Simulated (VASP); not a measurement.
Set up this calculation in VASP 6.6.1, as the native input.

| Item | Value |
| --- | --- |
| Task | single point |
| Functional | r2SCAN |
| Potentials or basis | VASP PAW PBE potentials, release 64 (B, P, Al) |
| Cutoff | 520 eV |
| k mesh | 6 × 6 × 6 |
| Occupations | gaussian, width 0.01 eV |
| Spin | no spin polarisation |
| Dipole correction | no |
| Further INCAR settings | ALGO = Normal; EDIFF = 1e-07; NBANDS = 26 |

Crystal: Al3BP4.

```
CELL_PARAMETERS angstrom
5.25553 0.00000 0.00000
0.00000 5.25553 0.00000
0.00000 0.00000 5.25553
ATOMIC_POSITIONS crystal
B 0.00000 0.00000 0.00000
P 0.22680 0.22680 0.22680
P 0.77320 0.77320 0.22680
P 0.77320 0.22680 0.77320
P 0.22680 0.77320 0.77320
Al 0.50000 0.50000 0.00000
Al 0.50000 0.00000 0.50000
Al 0.00000 0.50000 0.50000
```

The input as run:

POSCAR

```
Al3BP4
1.0
    5.2555314897      0.0000000000      0.0000000000
    0.0000000000      5.2555314897      0.0000000000
    0.0000000000      0.0000000000      5.2555314897
B P Al
1 4 3
Direct
    0.0000000000      0.0000000000      0.0000000000
    0.2268043483      0.2268043483      0.2268043483
    0.7731956517      0.7731956517      0.2268043483
    0.7731956517      0.2268043483      0.7731956517
    0.2268043483      0.7731956517      0.7731956517
    0.5000000000      0.5000000000      0.0000000000
    0.5000000000      0.0000000000      0.5000000000
    0.0000000000      0.5000000000      0.5000000000
```

INCAR.step1

```
SYSTEM = Al3BP4
  PREC = Accurate
  ENCUT = 520
  ISMEAR = 0
  SIGMA = 0.01
  LREAL = .False.
  LASPH = .True.
  NELM = 100
  NBANDS = 26
  GGA = PE
  ALGO = Normal
  EDIFF = 1E-4
  LWAVE = .True.
  LCHARG = .False.
```

INCAR.step2

```
SYSTEM = Al3BP4
  PREC = Accurate
  ENCUT = 520
  EDIFF = 1E-7
  ISMEAR = 0
  SIGMA = 0.01
  LREAL = .False.
  LASPH = .True.
  NELM = 100
  ALGO = Normal
  ISIF = 2
  LWAVE = .False.
  LCHARG = .False.
  METAGGA = R2SCAN
  LMIXTAU = .True.
  NBANDS = 26
  ISTART = 1
```

KPOINTS

```
Automatic mesh
0
Gamma
  6 6 6
  0 0 0
```

Potentials or basis: VASP PAW PBE potentials, release 64 (B, P, Al).

The run is started by

```sh
$ cat potpaw_PBE.64/B/POTCAR potpaw_PBE.64/P/POTCAR potpaw_PBE.64/Al/POTCAR > POTCAR
$ cp INCAR.step1 INCAR
$ mpirun -np 1 vasp_std > vasp.out
$ cp INCAR.step2 INCAR
$ mpirun -np 1 vasp_std > vasp.out
```

Results of the run:

```json
{
  "Pressure": "-0.3 GPa",
  "Largest force": "0.018 eV/Å",
  "Band gap on the k mesh": "1.32 eV, indirect (least direct gap 1.68 eV)"
}
```

Caveat: the PAW data sets were made with another functional, which shifts forces and pressure a little.

Run time: 3 min on 1 thread of Intel Xeon 6975P-C (shared host), peak memory 0.28 GiB.
